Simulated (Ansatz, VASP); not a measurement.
WSe2: VASP beside Ansatz

The input INCAR:

```
PREC     = Accurate       # precision mode
ENCUT    = 520            # plane-wave cutoff, eV
EDIFF    = 1E-6           # SCF threshold, eV
ISMEAR   = 0              # smearing method
SIGMA    = 0.05           # smearing width, eV
LREAL    = F              # projectors in reciprocal space
LASPH    = T              # aspherical terms in the spheres
NELM     = 60             # most SCF steps
ALGO     = Normal         # electronic algorithm
ISIF     = 2              # what is computed and relaxed
LWAVE    = F              # write WAVECAR
LCHARG   = F              # write CHGCAR
GGA      = PE             # functional
IVDW     = 12             # dispersion correction
NBANDS   = 35             # bands
```

Contents of KPOINTS:

```
regular mesh
0
Gamma
  12 12 2
```

The input POSCAR:

```
WSe2
1.0
    3.2790275604      0.0000000000      0.0000000000
   -1.6395137802      2.8397211670      0.0000000000
    0.0000000000      0.0000000000     12.7886113462
W Se
2 4
Direct
    0.3187625185      0.6560000899      0.2500000000
    0.6666634769      0.3333309983      0.7500000000
    0.3332896543      0.6666346914      0.6182912225
    0.6836740728      0.3457836188      0.1182912225
    0.3332896543      0.6666346914      0.8817087775
    0.6836740728      0.3457836188      0.3817087775
```

Input for Ansatz:

```yaml
crystal:
  lattice:
    - [3.2790275604, 0.0, 0.0]
    - [-1.6395137802, 2.839721167, 0.0]
    - [0.0, 0.0, 12.7886113462]
  atoms:
    - { symbol: W, position: [0.3187625185, 0.6560000899, 0.25] }
    - { symbol: W, position: [0.6666634769, 0.3333309983, 0.75] }
    - { symbol: Se, position: [0.3332896543, 0.6666346914, 0.6182912225] }
    - { symbol: Se, position: [0.6836740728, 0.3457836188, 0.1182912225] }
    - { symbol: Se, position: [0.3332896543, 0.6666346914, 0.8817087775] }
    - { symbol: Se, position: [0.6836740728, 0.3457836188, 0.3817087775] }
basis:
  ecutwfc: 420
kpoints:
  mp_grid: { grid: [12, 12, 2] }
hamiltonian:
  xc: pbe
  dispersion: d3bj
scf:
  occupations: { method: gaussian, width: 0.05 }
output:
  forces: true
  stress: true
  eigenvalues: true
```

Change from the starting cell: mode 11 (242.9 1/cm) frozen in, largest displacement +0.050 Å.

Alike in both runs: task single point; functional PBE; dispersion D3(BJ); k mesh 12 × 12 × 2; occupations gaussian, width 0.05 eV; no spin polarisation.

|  | VASP | Ansatz |
| --- | --- | --- |
| version | VASP 6.6.1 | Ansatz 0.2.0 |
| potentials or method | VASP PAW PBE potentials, release 64 (W_sv, Se), cutoff 520 eV | scalar-relativistic, plane waves, PAW |
| valence electrons in the cell | 52 | 92 |

|  | VASP | Ansatz | Ansatz less VASP |
| --- | --- | --- | --- |
| gap on the k mesh at the Fermi level (eV) | 0.86 | 0.86 | +0.005 |
| least direct gap on the mesh (eV) | 1.55 | 1.56 | +0.003 |
| pressure (GPa) | 0.6 | 0.2 | -0.33 |
| traceless stress, the component that is largest in VASP (GPa) | -0.81 | -0.76 | +0.053 |
| rms of the force components (eV/Å) | 0.505 | 0.502 | -0.0032 |

Atom by atom the forces differ by 0.023 eV/Å (rms over components). VASP's potentials hold 52 valence electrons a cell and Ansatz's 92, so a difference there can come from the potentials and not from the codes.

Spin-orbit coupling is off throughout.
